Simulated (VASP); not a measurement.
LaGe3B, 10 atoms in the cell. The cell holds a disordered packing, 10 atoms: a = 6.380 Å, b = 5.433 Å, c = 6.126 Å, α = 81.86°, β = 90.19°, γ = 83.30°. 

* Program: VASP 6.6.1
* Task: single point
* Functional: PBE
* Potentials or basis: VASP PAW PBE potentials, release 64 (Ge_d, B, La)
* Cutoff: 520 eV
* k mesh: 3 × 3 × 3
* Occupations: gaussian, width 0.1 eV
* Spin: no spin polarisation
* Dipole correction: no
* Further INCAR settings: ALGO = Normal; EDIFF = 1e-07; NBANDS = 67

Potentials or basis: VASP PAW PBE potentials, release 64 (Ge_d, B, La).

Launch:

```sh
$ cat potpaw_PBE.64/Ge_d/POTCAR potpaw_PBE.64/B/POTCAR potpaw_PBE.64/La/POTCAR > POTCAR
$ mpirun -np 1 vasp_std > vasp.out
```

Hardware: 1 thread of Intel(R) Xeon(R) Platinum 8259CL CPU @ 2.50GHz (Skylake/Cascade Lake) (shared host).

Q: How long does it take, and how much memory?

A: Wall time 4.5 min on 1 thread of Intel(R) Xeon(R) Platinum 8259CL CPU @ 2.50GHz (Skylake/Cascade Lake), with other jobs on the host, peak memory 0.4 GiB. Counts: scf iterations 18, k points 14.
